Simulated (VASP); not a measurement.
# Cs (I4/mmm) in VASP: further runs

Cs is run at these levels: PBE; tasks: single point.

All numbers are computed with VASP 6.6.1; they aren't measurements. Logs are shortened: lines on timing, memory, paths and dates and some standing lists are left out, and cuts for length are marked.

### 1 The cell of the first run

The structure is tetragonal, space group I4/mmm (No. 139). The conventional cell has a = 6.045 Å, b = 6.045 Å, c = 5.894 Å, α = 90.00°, β = 90.00°, γ = 90.00°.

### 2 Single point, PBE (strain +0.000 along x and y, -0.025 along z)

Contents of INCAR:

```
PREC = Accurate
ENCUT = 520
EDIFF = 1E-7
ISMEAR = 0
SIGMA = 0.15
LREAL = False
LASPH = True
NELM = 100
ALGO = Fast
ISIF = 2
LWAVE = False
LCHARG = False
GGA = PE
NBANDS = 10
```

Contents of KPOINTS:

```
Automatic mesh
0
Gamma
  12 12 12
```

Contents of POSCAR:

```
Cs
1.0
   -3.0225000000      3.0225000000      2.9469375000
    3.0225000000     -3.0225000000      2.9469375000
    3.0225000000      3.0225000000     -2.9469375000
Cs
1
Direct
    0.0000000000      0.0000000000      0.0000000000
```

Potentials or basis: VASP PAW PBE potentials, release 64 (Cs_sv).

Started as:

```bash
$ cat potpaw_PBE.64/Cs_sv/POTCAR > POTCAR
$ mpirun -np 1 vasp_std > vasp.out
```

OUTCAR:

```text
PREC = Accurate
   ENCUT = 520
   EDIFF = 1E-7
   ISMEAR = 0
   LREAL = False
   LASPH = True
   NELM = 100
   ISIF = 2
   GGA = PE

 ion  position               nearest neighbor table
   1  0.000  0.000  0.000-

  LATTYP: Found a body centered tetragonal cell.
 ALAT       =     6.0450000000
 C/A-ratio  =     0.9750000000

  Lattice vectors:

 A1 = (  -3.0225000000,   3.0225000000,   2.9469375000)
 A2 = (   3.0225000000,  -3.0225000000,   2.9469375000)
 A3 = (   3.0225000000,   3.0225000000,  -2.9469375000)

Analysis of symmetry for initial positions (statically):
=====================================================================
 Subroutine PRICEL returns:
 Original cell was already a primitive cell.

 Routine SETGRP: Setting up the symmetry group for a
 body centered tetragonal supercell.

 Subroutine GETGRP returns: Found 16 space group operations
 (whereof 16 operations were pure point group operations)
 out of a pool of 16 trial point group operations.

The static configuration has the point symmetry D_4h.

Analysis of symmetry for dynamics (positions and initial velocities):
=====================================================================
 Subroutine PRICEL returns:
 Original cell was already a primitive cell.

 Routine SETGRP: Setting up the symmetry group for a
 body centered tetragonal supercell.

 Subroutine GETGRP returns: Found 16 space group operations
 (whereof 16 operations were pure point group operations)
 out of a pool of 16 trial point group operations.

The dynamic configuration has the point symmetry D_4h.

 Subroutine INISYM returns: Found 16 space group operations
 (whereof 16 operations are pure point group operations),
 and found     1 'primitive' translations

----------------------------------------------------------------------------------------

                                     Primitive cell

  volume of cell :     107.6871

  direct lattice vectors                    reciprocal lattice vectors
    -3.022500000  3.022500000  2.946937500     0.000000000  0.165425972  0.169667663
     3.022500000 -3.022500000  2.946937500     0.165425972  0.000000000  0.169667663
     3.022500000  3.022500000 -2.946937500     0.165425972  0.165425972  0.000000000

  length of vectors
     5.191864129  5.191864129  5.191864129     0.236965964  0.236965964  0.233947653

  position of ions in fractional coordinates (direct lattice)
     0.000000000  0.000000000  0.000000000

  ion indices of the primitive-cell ions
   primitive index   ion index
                 1           1

----------------------------------------------------------------------------------------

 KPOINTS: Automatic mesh

Automatic generation of k-mesh.
 Grid dimensions read from file:
 generate k-points for:   12   12   12

 Generating k-lattice:

  Cartesian coordinates                     Fractional coordinates (reciprocal lattice)
     0.000000000  0.013785498  0.014138972     0.083333333  0.000000000 -0.000000000
     0.013785498  0.000000000  0.014138972     0.000000000  0.083333333 -0.000000000
     0.013785498  0.013785498  0.000000000     0.000000000  0.000000000  0.083333333

  Length of vectors
     0.019747164  0.019747164  0.019495638

  Shift w.r.t. Gamma in fractional coordinates (k-lattice)
     0.000000000  0.000000000  0.000000000

 Subroutine IBZKPT returns following result:
 ===========================================

 Found    163 irreducible k-points:

 Following reciprocal coordinates:
            Coordinates               Weight
  0.000000  0.000000  0.000000      1.000000
  0.083333  0.000000 -0.000000      8.000000
  0.166667  0.000000  0.000000      8.000000
  0.250000  0.000000  0.000000      8.000000
  0.333333  0.000000  0.000000      8.000000
  0.416667 -0.000000  0.000000      8.000000
[... 16 lines left out ...]
  0.500000  0.166667  0.000000     16.000000
 -0.416667  0.166667 -0.000000     16.000000
 [... further k-points ...]
   k-points           NKPTS =    163   k-points in BZ     NKDIM =    163   number of bands    NBANDS=     10
   number of dos      NEDOS =    301   number of ions     NIONS =      1
   total plane-waves  NPLWV =  64000
   dimension x,y,z NGX =    40 NGY =   40 NGZ =   40
   dimension x,y,z NGXF=    80 NGYF=   80 NGZF=   80
   ions per type =               1
   NGX,Y,Z   is equivalent  to a cutoff of  12.81, 12.81, 12.81 a.u.
   NGXF,Y,Z  is equivalent  to a cutoff of  25.62, 25.62, 25.62 a.u.
 SYSTEM =  unknown system
   PREC   = accura    normal or accurate (medium, high low for compatibility)
   ISTART =      0    job   : 0-new  1-cont  2-samecut
   ICHARG =      2    charge: 1-file 2-atom 10-const
   ISPIN  =      1    spin polarized calculation?
   LNONCOLLINEAR =      F non collinear calculations
   LSORBIT =      F    spin-orbit coupling
   LASPH  =      T    aspherical Exc in radial PAW
   ENCUT  =  520.0 eV  38.22 Ry    6.18 a.u.   9.65  9.65  9.65*2*pi/ulx,y,z
   NELM   =    100;   NELMIN=  2; NELMDL= -5     # of ELM steps
   EDIFF  = 0.1E-06   stopping-criterion for ELM
   LREAL  =      F    real-space projection
   EDIFFG = 0.1E-05   stopping-criterion for IOM
   NSW    =      0    number of steps for IOM
   IBRION =     -1    ionic relax: 0-MD 1-quasi-New 2-CG
   NFREE  =      0    steps in history (QN), initial steepest desc. (CG)
   ISIF   =      2    stress and relaxation
   ISYM   =      2    0-nonsym 1-usesym 2-fastsym
   POTIM  = 0.5000    time-step for ionic-motion
   TEBEG  =    0.0;   TEEND  =   0.0 temperature during run
   PSTRESS=    0.0 pullay stress
   NELECT =       9.0000    total number of electrons
   NUPDOWN=      -1.0000    fix difference up-down
   EMIN   =  10.00;   EMAX   =-10.00  energy-range for DOS
   EFERMI =   0.00;   METHOD = LEGACY
   ISMEAR =     0;   SIGMA  =   0.15  broadening in eV -4-tet -1-fermi 0-gaus
   EFERMI_NEDOS =   21; number of points for ismear=-14 and -15
   IALGO  =     68    algorithm
   IMIX   =      4    mixing-type and parameters
     AMIX     =   0.40;   BMIX     =  1.00
     AMIX_MAG =   1.60;   BMIX_MAG =  1.00
  volume/ion in A,a.u.               =     107.69       726.71
  Fermi-wavevector in a.u.,A,eV,Ry     =   0.715761  1.352592  6.970446  0.512313
  Thomas-Fermi vector in A             =   1.804005
   LORBIT       =      0    0 simple, 1 ext, 2 COOP (PROOUT), +10 PAW based schemes
   GGA     = PE    functional components
   LHFCALC =     F    Hartree Fock is set to
   AEXX    =    0.0000 exact exchange contribution
   IVDW    =     0    specifies the selected vdW correction
   LEPSILON=     F    determine dielectric tensor
   LRPA    =     F    only Hartree local field effects (RPA)
 non-spin polarized calculation
 RMM-DIIS sequential band-by-band and
 Gauss-broadening in eV      SIGMA  =   0.15
  energy-cutoff  :      520.00
  volume of cell :      107.69
 maximum number of plane-waves:      2939
   NGX = 19   NGY = 19   NGZ = 19

 number of electron       8.9999999 magnetization

 Free energy of the ion-electron system (eV)
  ---------------------------------------------------
  ext. energy  EPLUGINS =         0.00000000
  ---------------------------------------------------
  free energy    TOTEN  =        -0.85209751 eV

  energy without entropy =       -0.83572814  energy(sigma->0) =       -0.84391282

 E-fermi :   0.6239     XC(G=0):  -5.5748

 val. band max:        0.6213159772   @ k =   0.5000   0.4167   0.0000
 cond. band min:       0.6290431084   @ k =  -0.3333   0.4167   0.1667
 fundamental gap:      0.0077271312
 Fermi energy:         0.6238846537

 k-point     1 :       0.0000    0.0000    0.0000
  band No.  band energies     occupation
      1     -23.1993      2.00000
      2      -9.9311      2.00000
      3      -9.9311      2.00000
      4      -9.9310      2.00000
      5      -1.1212      2.00000
      6       3.0829      0.00000
      7       3.1951      0.00000
      8       3.1951      0.00000
      9       3.9807      0.00000
     10       4.1413      0.00000

 k-point     2 :       0.0833    0.0000   -0.0000
  band No.  band energies     occupation
      1     -23.1987      2.00000
      2      -9.9430      2.00000
      3      -9.9350      2.00000
      4      -9.9312      2.00000
      5      -1.0381      2.00000
      6       3.0323      0.00000
      7       3.1168      0.00000
      8       3.2352      0.00000
      9       3.9156      0.00000
     10       4.0476      0.00000

 k-point     3 :       0.1667    0.0000    0.0000
  band No.  band energies     occupation
      1     -23.1970      2.00000
      2      -9.9754      2.00000
      3      -9.9456      2.00000
      4      -9.9315      2.00000
      5      -0.7978      2.00000
      6       2.8109      0.00000
      7       2.8268      0.00000
      8       3.4698      0.00000
      9       3.8558      0.00000
     10       4.0062      0.00000

 k-point     4 :       0.2500    0.0000    0.0000
  band No.  band energies     occupation
      1     -23.1947      2.00000
      2     -10.0187      2.00000
      3      -9.9600      2.00000
      4      -9.9320      2.00000
      5      -0.4288      2.00000
      6       2.3869      0.00000
      7       2.5900      0.00000
      8       3.8689      0.00000
      9       3.9483      0.00000
     10       4.0412      0.00000
[... 222 lines left out ...]
 k-point    22 :       0.4167    0.1667    0.0000
  band No.  band energies     occupation
      1     -23.1896      2.00000
      2     -10.0874      2.00000
      3     -10.0033      2.00000
      4      -9.9463      2.00000
      5       0.8917      0.01157
      6       1.5562      0.00000
      7       2.0807      0.00000
      8       3.7702      0.00000
      9       4.5366      0.00000
     10       4.9359      0.00000

 k-point    23 :       0.5000    0.1667    0.0000
  band No.  band energies     occupation
      1     -23.1901      2.00000
      2     -10.0803      2.00000
      3      -9.9975      2.00000
      4      -9.9454      2.00000
      5       0.6500      0.80530
      6       1.7028      0.00000
      7       2.1305      0.00000
      8       3.8487      0.00000
      9       4.3615      0.00000
     10       4.9304      0.00000

 k-point    24 :      -0.4167    0.1667   -0.0000
  band No.  band energies     occupation
      1     -23.1916      2.00000
      2     -10.0612      2.00000
      3      -9.9820      2.00000
      4      -9.9437      2.00000
      5       0.2091      1.99991
      6       1.9538      0.00000
      7       2.2708      0.00000
      8       3.8362      0.00000
      9       4.3151      0.00000
     10       4.5812      0.00000

 [... further k-points ...]

------------------------ aborting loop because EDIFF is reached ----------------------------------------

  FORCE on cell =-STRESS in cart. coord.  units (eV):
  Direction    XX          YY          ZZ          XY          YZ          ZX
  --------------------------------------------------------------------------------------
  -------------------------------------------------------------------------------------
  Total        0.1175812      0.1175812      0.1239667      0.0000000     -0.0000000      0.0000000
  in kB        1.7493837      1.7493837      1.8443872      0.0000000     -0.0000000      0.0000000
  external PRESSURE =       1.7810515 kB  Pullay stress =       0.0000000 kB

 VOLUME and BASIS-vectors are now :
 -----------------------------------------------------------------------------
  energy-cutoff  :      520.00
  volume of cell :      107.69
      direct lattice vectors                 reciprocal lattice vectors
    -3.022500000  3.022500000  2.946937500     0.000000000  0.165425972  0.169667663
     3.022500000 -3.022500000  2.946937500     0.165425972  0.000000000  0.169667663
     3.022500000  3.022500000 -2.946937500     0.165425972  0.165425972  0.000000000

 POSITION                                       TOTAL-FORCE (eV/Angst)
 -----------------------------------------------------------------------------------
      0.00000      0.00000      0.00000        -0.000000      0.000000     -0.000000
 -----------------------------------------------------------------------------------
    total drift:                                0.000000     -0.000000     -0.000000

  FREE ENERGIE OF THE ION-ELECTRON SYSTEM (eV)
  ---------------------------------------------------
  free  energy   TOTEN  =        -0.8520975116 eV

  energy  without entropy=       -0.8357281361  energy(sigma->0) =       -0.84391282
```

It took 93 s on 1 thread of AMD EPYC 9R45 (Zen 5), shared host; peak memory 0.31 GiB.

What came out:

| Quantity | Value |
| --- | --- |
| Free energy | -0.8521 eV |
| Pressure | 0.2 GPa |

Levels at points of the mesh, in eV from the Fermi level:
```csv
k point,band 1,band 2,band 3,band 4,band 5,band 6,band 7,band 8,band 9
"(0.00, 0.00, 0.00)",-23.82,-10.55,-10.55,-10.55,-1.75,2.46,2.57,2.57,3.36
"(0.50, 0.00, 0.00)",-23.81,-10.73,-10.61,-10.56,0.02,0.97,1.60,3.33,3.96
"(0.50, 0.50, 0.00)",-23.81,-10.73,-10.61,-10.55,-0.01,0.91,1.71,3.22,3.87
"(0.50, 0.50, 0.50)",-23.81,-10.68,-10.68,-10.67,0.56,0.61,3.12,3.12,3.33
```

Caveat: the cell differs from its parent crystal (strain +0.000 along x and y, -0.025 along z); spin-orbit coupling is left out, which moves the levels of the heavy elements.

(Continued in part 2 of 2.)
